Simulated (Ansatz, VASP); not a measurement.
Ag in VASP and in Ansatz

The input INCAR:

```
  ALGO = Normal
  EDIFF = 1E-6
  ENCUT = 500
  GGA = PE
  GGA_COMPAT = F
  ISIF = 2
  ISMEAR = 0
  ISPIN = 2
  LASPH = T
  LCHARG = F
  LMAXMIX = 4
  LORBIT = 11
  LREAL = F
  LWAVE = F
  MAGMOM = 0 0.5
  NBANDS = 22
  NELM = 200
  PREC = Accurate
  SIGMA = 0.0082
```

Contents of KPOINTS:

```
k-points
0
Gamma
  3 3 1
```

POSCAR

```
Ag
1.0
    2.9222991408      0.0000000000      0.0000000000
   -1.4611495704      2.5307852934      0.0000000000
    0.0000000000      0.0000000000      4.7016618100
Ag
2
Direct
    0.3333333333      0.6666666667      0.2500000000
    0.6666666667      0.3333333333      0.7500000000
```

Input for Ansatz:

```yaml
crystal:
  lattice:
    - [2.9222991408, 0.0, 0.0]
    - [-1.4611495704, 2.5307852934, 0.0]
    - [0.0, 0.0, 4.70166181]
  atoms:
    - { symbol: Ag, position: [0.3333333333, 0.6666666667, 0.25] }
    - { symbol: Ag, position: [0.6666666667, 0.3333333333, 0.75], spin: 0.5 }
basis:
  ecutwfc: 420
kpoints:
  mp_grid: { grid: [3, 3, 1] }
  band_path: { path: [[0, 0, 0], [0.5, 0, 0], [0.5, 0.5, 0.5]], npoints: 4 }
hamiltonian:
  xc: pbe
scf:
  occupations: { method: gaussian, width: 0.0082 }
  lower_state_search: "off"
output:
  forces: true
  stress: true
  eigenvalues: true
  populations: true
magnetization:
  spin_polarized: true
```

Alike in both runs: task single point; functional PBE; k mesh 3 × 3 × 1; occupations gaussian, width 0.0082 eV; collinear spin.

|  | VASP | Ansatz |
| --- | --- | --- |
| version | VASP 6.6.1 | Ansatz 0.2.0 |
| potentials or method | VASP PAW PBE potentials, release 64 (Ag), cutoff 500 eV | scalar-relativistic, plane waves, PAW |
| valence electrons in the cell | 22 | 38 |

Ansatz gave:

| Item | Value |
| --- | --- |
| gap on the k mesh at the Fermi level (eV) | none |
| pressure (GPa) | 1.7 |
| traceless stress, the component that is largest in VASP (GPa) | -3.86 |
| net moment per atom (μB) | 0.11 |
| size of the moment on the site where the two differ most (μB) | 0.05 |

**Question.** Estimate VASP's values.

**Answer.** gap on the k mesh at the Fermi level (eV): none; pressure (GPa): 1.6; traceless stress, the component that is largest in VASP (GPa): -3.92; net moment per atom (μB): 0.11; size of the moment on the site where the two differ most (μB): 0.06.

Site moments also hang on the region over which each program counts them. A gap of «none» marks a metal or a gap that the smearing closes. VASP's potentials hold 22 valence electrons a cell and Ansatz's 38, so a difference there can come from the potentials and not from the codes.

The k mesh is coarse, so the values compare programs but aren't converged.
